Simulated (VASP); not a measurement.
# MgO (Fm-3m) in VASP: single point with PBE

Aim: the single point of MgO with PBE.

Program: VASP 6.6.1. These are calculated values, not measurements. Logs are shortened: lines on timing, memory, paths and dates and some standing lists are left out, and cuts for length are marked.

## (1) The cell of the first run

It takes space group Fm-3m (No. 225, cubic). The conventional cell has a = 4.356 Å, b = 4.356 Å, c = 4.356 Å, α = 90.00°, β = 90.00°, γ = 90.00°. Within 2.9 Å of Mg (site symmetry m-3m) lie 6 O at 2.18 Å. Within 2.9 Å of O (site symmetry m-3m) lie 6 Mg at 2.18 Å.

## (2) Single point, PBE

File INCAR:

```
SYSTEM = MgO
ALGO = Normal
EDIFF = 1E-6
ENCUT = 840
GGA = PE
GGA_COMPAT = .FALSE.
ISIF = 2
ISMEAR = -1
LASPH = .TRUE.
LCHARG = .TRUE.
LELF = .TRUE.
LREAL = .FALSE.
LVHAR = .TRUE.
LWAVE = .FALSE.
NBANDS = 15
NELM = 120
PREC = Accurate
SIGMA = 0.1
```

File KPOINTS:

```
k-points
0
G
  8 8 8
  0 0 0
```

File POSCAR:

```
MgO
1.0
    0.0000000000      2.1782000000      2.1782000000
    2.1782000000      0.0000000000      2.1782000000
    2.1782000000      2.1782000000      0.0000000000
Mg O
1 1
Direct
    0.0000000000      0.0000000000      0.0000000000
    0.5000000000      0.5000000000      0.5000000000
```

Potentials or basis: VASP PAW PBE potentials, release 64 (Mg_sv, O).

On the command line:

```console
$ cat potpaw_PBE.64/Mg_sv/POTCAR potpaw_PBE.64/O/POTCAR > POTCAR
$ mpirun -np 1 vasp_std > vasp.out
```

OUTCAR:

```text
SYSTEM = MgO
   EDIFF = 1E-6
   ENCUT = 840
   GGA = PE
   ISIF = 2
   ISMEAR = -1
   LASPH = .TRUE.
   LREAL = .FALSE.
   NELM = 120
   PREC = Accurate

 ion  position               nearest neighbor table
   1  0.000  0.000  0.000-
   2  0.500  0.500  0.500-

  LATTYP: Found a face centered cubic cell.
 ALAT       =     4.3564000000

  Lattice vectors:

 A1 = (   0.0000000000,   2.1782000000,   2.1782000000)
 A2 = (   2.1782000000,   0.0000000000,   2.1782000000)
 A3 = (   2.1782000000,   2.1782000000,   0.0000000000)

Analysis of symmetry for initial positions (statically):
=====================================================================
 Subroutine PRICEL returns:
 Original cell was already a primitive cell.

 Routine SETGRP: Setting up the symmetry group for a
 face centered cubic supercell.

 Subroutine GETGRP returns: Found 48 space group operations
 (whereof 48 operations were pure point group operations)
 out of a pool of 48 trial point group operations.

The static configuration has the point symmetry O_h .

Analysis of symmetry for dynamics (positions and initial velocities):
=====================================================================
 Subroutine PRICEL returns:
 Original cell was already a primitive cell.

 Routine SETGRP: Setting up the symmetry group for a
 face centered cubic supercell.

 Subroutine GETGRP returns: Found 48 space group operations
 (whereof 48 operations were pure point group operations)
 out of a pool of 48 trial point group operations.

The dynamic configuration has the point symmetry O_h .

 Subroutine INISYM returns: Found 48 space group operations
 (whereof 48 operations are pure point group operations),
 and found     1 'primitive' translations

----------------------------------------------------------------------------------------

                                     Primitive cell

  volume of cell :      20.6692

  direct lattice vectors                    reciprocal lattice vectors
     0.000000000  2.178200000  2.178200000    -0.229547333  0.229547333  0.229547333
     2.178200000  0.000000000  2.178200000     0.229547333 -0.229547333  0.229547333
     2.178200000  2.178200000  0.000000000     0.229547333  0.229547333 -0.229547333

  length of vectors
     3.080439982  3.080439982  3.080439982     0.397587643  0.397587643  0.397587643

  position of ions in fractional coordinates (direct lattice)
     0.000000000  0.000000000  0.000000000
     0.500000000  0.500000000  0.500000000

  ion indices of the primitive-cell ions
   primitive index   ion index
                 1           1
                 2           2

----------------------------------------------------------------------------------------

 KPOINTS: k-points

Automatic generation of k-mesh.
 Grid dimensions read from file:
 generate k-points for:    8    8    8

 Generating k-lattice:

  Cartesian coordinates                     Fractional coordinates (reciprocal lattice)
    -0.028693417  0.028693417  0.028693417     0.125000000  0.000000000  0.000000000
     0.028693417 -0.028693417  0.028693417     0.000000000  0.125000000  0.000000000
     0.028693417  0.028693417 -0.028693417     0.000000000  0.000000000  0.125000000

  Length of vectors
     0.049698455  0.049698455  0.049698455

  Shift w.r.t. Gamma in fractional coordinates (k-lattice)
     0.000000000  0.000000000  0.000000000

 Subroutine IBZKPT returns following result:
 ===========================================

 Found     29 irreducible k-points:

 Following reciprocal coordinates:
            Coordinates               Weight
  0.000000  0.000000  0.000000      1.000000
  0.125000  0.000000  0.000000      8.000000
  0.250000  0.000000  0.000000      8.000000
  0.375000  0.000000  0.000000      8.000000
  0.500000  0.000000  0.000000      4.000000
  0.125000  0.125000  0.000000      6.000000
[... 16 lines left out ...]
  0.500000  0.250000  0.125000     48.000000
 -0.375000  0.250000  0.125000     24.000000
 [... further k-points ...]
   k-points           NKPTS =     29   k-points in BZ     NKDIM =     29   number of bands    NBANDS=     15
   number of dos      NEDOS =    301   number of ions     NIONS =      2
   total plane-waves  NPLWV =  27000
   dimension x,y,z NGX =    30 NGY =   30 NGZ =   30
   dimension x,y,z NGXF=    60 NGYF=   60 NGZF=   60
   ions per type =               1   1
   NGX,Y,Z   is equivalent  to a cutoff of  16.19, 16.19, 16.19 a.u.
   NGXF,Y,Z  is equivalent  to a cutoff of  32.38, 32.38, 32.38 a.u.
 SYSTEM =  MgO
   PREC   = accura    normal or accurate (medium, high low for compatibility)
   ISTART =      0    job   : 0-new  1-cont  2-samecut
   ICHARG =      2    charge: 1-file 2-atom 10-const
   ISPIN  =      1    spin polarized calculation?
   LNONCOLLINEAR =      F non collinear calculations
   LSORBIT =      F    spin-orbit coupling
   LASPH  =      T    aspherical Exc in radial PAW
   ENCUT  =  840.0 eV  61.74 Ry    7.86 a.u.   7.28  7.28  7.28*2*pi/ulx,y,z
   NELM   =    120;   NELMIN=  2; NELMDL= -5     # of ELM steps
   EDIFF  = 0.1E-05   stopping-criterion for ELM
   LREAL  =      F    real-space projection
   EDIFFG = 0.1E-04   stopping-criterion for IOM
   NSW    =      0    number of steps for IOM
   IBRION =     -1    ionic relax: 0-MD 1-quasi-New 2-CG
   NFREE  =      0    steps in history (QN), initial steepest desc. (CG)
   ISIF   =      2    stress and relaxation
   ISYM   =      2    0-nonsym 1-usesym 2-fastsym
   POTIM  = 0.5000    time-step for ionic-motion
   TEBEG  =    0.0;   TEEND  =   0.0 temperature during run
   PSTRESS=    0.0 pullay stress
   NELECT =      16.0000    total number of electrons
   NUPDOWN=      -1.0000    fix difference up-down
   EMIN   =  10.00;   EMAX   =-10.00  energy-range for DOS
   EFERMI =   0.00;   METHOD = LEGACY
   ISMEAR =    -1;   SIGMA  =   0.10  broadening in eV -4-tet -1-fermi 0-gaus
   EFERMI_NEDOS =   21; number of points for ismear=-14 and -15
   IALGO  =     38    algorithm
   IMIX   =      4    mixing-type and parameters
     AMIX     =   0.40;   BMIX     =  1.00
     AMIX_MAG =   1.60;   BMIX_MAG =  1.00
  volume/ion in A,a.u.               =      10.33        69.74
  Fermi-wavevector in a.u.,A,eV,Ry     =   1.503166  2.840573 30.742491  2.259509
  Thomas-Fermi vector in A             =   2.614312
   LORBIT       =      0    0 simple, 1 ext, 2 COOP (PROOUT), +10 PAW based schemes
   GGA     = PE    functional components
   LHFCALC =     F    Hartree Fock is set to
   AEXX    =    0.0000 exact exchange contribution
   IVDW    =     0    specifies the selected vdW correction
   LEPSILON=     F    determine dielectric tensor
   LRPA    =     F    only Hartree local field effects (RPA)
 non-spin polarized calculation
  energy-cutoff  :      840.00
  volume of cell :       20.67
 maximum number of plane-waves:      1158
 NGX is ok and might be reduce to    30
   NGX = 15   NGY = 15   NGZ = 15

 number of electron      16.0000008 magnetization

 Free energy of the ion-electron system (eV)
  ---------------------------------------------------
  ext. energy  EPLUGINS =         0.00000000
  ---------------------------------------------------
  free energy    TOTEN  =       -11.84558238 eV

  energy without entropy =      -11.84558238  energy(sigma->0) =      -11.84558238

 E-fermi :   4.3294     XC(G=0): -10.8933

 val. band max:        2.2278423413   @ k =   0.0000   0.0000   0.0000
 cond. band min:       6.0474264637   @ k =   0.0000   0.0000   0.0000
 fundamental gap:      3.8195841224
 Fermi energy:         4.3294317838

 k-point     1 :       0.0000    0.0000    0.0000
  band No.  band energies     occupation
      1     -70.4073      2.00000
      2     -37.1423      2.00000
      3     -37.1423      2.00000
      4     -37.1423      2.00000
      5     -14.5384      2.00000
      6       2.2278      2.00000
      7       2.2278      2.00000
      8       2.2278      2.00000
      9       6.0474      0.00000
     10      17.4559      0.00000
     11      17.4559      0.00000
     12      17.4559      0.00000
     13      21.1109      0.00000
     14      22.7798      0.00000
     15      22.7798      0.00000

 k-point     2 :       0.1250    0.0000    0.0000
  band No.  band energies     occupation
      1     -70.4067      2.00000
      2     -37.1508      2.00000
      3     -37.1433      2.00000
      4     -37.1433      2.00000
      5     -14.3997      2.00000
      6       1.3093      2.00000
      7       2.1413      2.00000
      8       2.1413      2.00000
      9       6.9719      0.00000
     10      15.8071      0.00000
     11      17.7546      0.00000
     12      17.7546      0.00000
     13      21.6542      0.00000
     14      21.6542      0.00000
     15      22.9141      0.00000

 k-point     3 :       0.2500    0.0000    0.0000
  band No.  band energies     occupation
      1     -70.4048      2.00000
      2     -37.1708      2.00000
      3     -37.1455      2.00000
      4     -37.1455      2.00000
      5     -14.0432      2.00000
      6      -0.2434      2.00000
      7       1.9413      2.00000
      8       1.9413      2.00000
      9       8.4450      0.00000
     10      14.1671      0.00000
     11      18.0546      0.00000
     12      18.0546      0.00000
     13      21.2918      0.00000
     14      21.2918      0.00000
     15      22.6569      0.00000
[... 343 lines left out ...]
 k-point    23 :       0.5000    0.2500    0.1250
  band No.  band energies     occupation
      1     -70.4019      2.00000
      2     -37.1856      2.00000
      3     -37.1611      2.00000
      4     -37.1516      2.00000
      5     -13.4890      2.00000
      6      -1.1428      2.00000
      7       0.7004      2.00000
      8       1.4756      2.00000
      9      10.8852      0.00000
     10      13.1872      0.00000
     11      15.1035      0.00000
     12      18.1914      0.00000
     13      20.8322      0.00000
     14      23.3559      0.00000
     15      26.6676      0.00000

 k-point    24 :      -0.3750    0.2500    0.1250
  band No.  band energies     occupation
      1     -70.4014      2.00000
      2     -37.1903      2.00000
      3     -37.1626      2.00000
      4     -37.1534      2.00000
      5     -13.3554      2.00000
      6      -1.3860      2.00000
      7       0.5142      2.00000
      8       1.3683      2.00000
      9      11.2061      0.00000
     10      13.4423      0.00000
     11      14.7429      0.00000
     12      17.9459      0.00000
     13      21.5981      0.00000
     14      22.9943      0.00000
     15      26.8404      0.00000

 [... further k-points ...]
[... 5 lines left out ...]
  --------------------------------------------------------------------------------------
  -------------------------------------------------------------------------------------
  Total       -1.1949201     -1.1949201     -1.1949201     -0.0000000      0.0000000      0.0000000
  in kB      -92.6245678    -92.6245678    -92.6245678     -0.0000000      0.0000000      0.0000000
  external PRESSURE =     -92.6245678 kB  Pullay stress =       0.0000000 kB

 VOLUME and BASIS-vectors are now :
 -----------------------------------------------------------------------------
  energy-cutoff  :      840.00
  volume of cell :       20.67
      direct lattice vectors                 reciprocal lattice vectors
     0.000000000  2.178200000  2.178200000    -0.229547333  0.229547333  0.229547333
     2.178200000  0.000000000  2.178200000     0.229547333 -0.229547333  0.229547333
     2.178200000  2.178200000  0.000000000     0.229547333  0.229547333 -0.229547333

 POSITION                                       TOTAL-FORCE (eV/Angst)
 -----------------------------------------------------------------------------------
      0.00000      0.00000      0.00000        -0.000000      0.000000     -0.000000
      2.17820      2.17820      2.17820         0.000000     -0.000000      0.000000
 -----------------------------------------------------------------------------------
    total drift:                                0.000000      0.000000      0.000000

  FREE ENERGIE OF THE ION-ELECTRON SYSTEM (eV)
  ---------------------------------------------------
  free  energy   TOTEN  =       -11.8455823771 eV

  energy  without entropy=      -11.8455823768  energy(sigma->0) =      -11.84558238
```

Run time: 12 s. Hardware: 1 thread of AMD EPYC 7R13 (Zen 3), shared host; peak memory 0.14 GiB.

Results:

```yaml
Free_energy: -11.8456 eV
Pressure: -9.3 GPa
Band_gap_on_the_k_mesh: 3.82 eV
```

Levels at points of the mesh, in eV from the valence-band top:
```csv
k point,band 6,band 7,band 8,band 9,band 10,band 11
"(0.00, 0.00, 0.00)",0.00,0.00,0.00,3.82,15.23,15.23
"(0.50, 0.00, 0.00)",-4.19,-0.55,-0.55,7.29,11.49,15.32
"(0.50, 0.50, 0.00)",-3.66,-1.21,-1.21,8.95,8.98,12.07
```

Caveat: the cell stands under tension.
